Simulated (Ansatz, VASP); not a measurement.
**One calculation of Pd, two programs**

File POSCAR:

```
Pd
1.0
    2.7845956180      0.0000000000      0.0000000000
   -1.3922978090      2.4115305444      0.0000000000
    0.0000000000      0.0000000000      4.6590226241
Pd
2
Direct
    0.3333333333      0.6666666667      0.2500000000
    0.6666666667      0.3333333333      0.7500000000
```

INCAR.step1

```
SYSTEM = Pd
PREC     = Accurate       ! precision mode
ENCUT    = 520            ! plane-wave cutoff, eV
ISMEAR   = -1             ! smearing method
SIGMA    = 0.05           ! smearing width, eV
LREAL    = .FALSE.        ! projectors in reciprocal space
LASPH    = .TRUE.         ! aspherical terms in the spheres
NELM     = 150            ! most SCF steps
ISPIN    = 2              ! spin polarisation
MAGMOM   = 0.44 0.44      ! initial moments
LMAXMIX  = 4              ! l up to which the mixer works
NBANDS   = 21             ! bands
GGA      = PE             ! functional
ALGO     = Normal         ! electronic algorithm
EDIFF    = 1E-4           ! SCF threshold, eV
LWAVE    = .TRUE.         ! write WAVECAR
LCHARG   = .FALSE.        ! write CHGCAR
```

File INCAR.step2:

```
SYSTEM = Pd
PREC     = Accurate       ! precision mode
ENCUT    = 520            ! plane-wave cutoff, eV
EDIFF    = 1E-6           ! SCF threshold, eV
ISMEAR   = -1             ! smearing method
SIGMA    = 0.05           ! smearing width, eV
LREAL    = .FALSE.        ! projectors in reciprocal space
LASPH    = .TRUE.         ! aspherical terms in the spheres
NELM     = 150            ! most SCF steps
ALGO     = Normal         ! electronic algorithm
ISIF     = 2              ! what is computed and relaxed
LWAVE    = .FALSE.        ! write WAVECAR
LCHARG   = .TRUE.         ! write CHGCAR
ISPIN    = 2              ! spin polarisation
MAGMOM   = 0.44 0.44      ! initial moments
LORBIT   = 11             ! projections on sites
LMAXMIX  = 4              ! l up to which the mixer works
METAGGA  = R2SCAN         ! meta-GGA
LMIXTAU  = .TRUE.       
LELF     = .TRUE.         ! ELF
LVHAR    = .TRUE.       
NBANDS   = 21             ! bands
ISTART   = 1
```

KPOINTS

```
Automatic mesh
0
G
  15 15 8
  0 0 0
```

Input for Ansatz:

```yaml
crystal:
  lattice:
    - [2.784595618, 0.0, 0.0]
    - [-1.392297809, 2.4115305444, 0.0]
    - [0.0, 0.0, 4.6590226241]
  atoms:
    - { symbol: Pd, position: [0.3333333333, 0.6666666667, 0.25], spin: 0.44 }
    - { symbol: Pd, position: [0.6666666667, 0.3333333333, 0.75], spin: 0.44 }
hamiltonian:
  xc: r2scan
  pseudopotentials:
    kind: paw
    azcp:
      Pd: "pseudopotentials/Pd.paw.azcp"
basis:
  ecutwfc: 500
  fft_grid_basis: typed
kpoints:
  mp_grid: { grid: [15, 15, 8], shift: [0, 0, 0] }
magnetization:
  spin_polarized: true
scf:
  occupations: { method: fermi_dirac, width: 0.05 }
  lower_state_search: "off"
output:
  stress: true
```

Alike in both runs: task single point; functional r2SCAN; k mesh 15 × 15 × 8; occupations fermi-dirac, width 0.05 eV; collinear spin.

```csv
,VASP,Ansatz
version,VASP 6.6.1,Ansatz 0.2.0
potentials or method,"VASP PAW PBE potentials, release 64 (Pd), cutoff 520 eV","plane waves (500 eV) with PAW, scalar-relativistic"
valence electrons in the cell,20,36
```

```csv
,VASP,Ansatz,Ansatz less VASP
pressure (GPa),-6.0,-6.5,-0.48
"traceless stress, the component that is largest in VASP (GPa)",-0.07,0.01,+0.079
net moment per atom (μB),0.41,0.41,-0.003
size of the moment on the site where the two differ most (μB),0.42,0.43,+0.010
```

VASP's potentials were made for PBE, not for r2SCAN. Site moments also hang on the region over which each program counts them. VASP's potentials hold 20 valence electrons a cell and Ansatz's 36, so a difference there can come from the potentials and not from the codes. Ansatz's warnings: stability check not made.
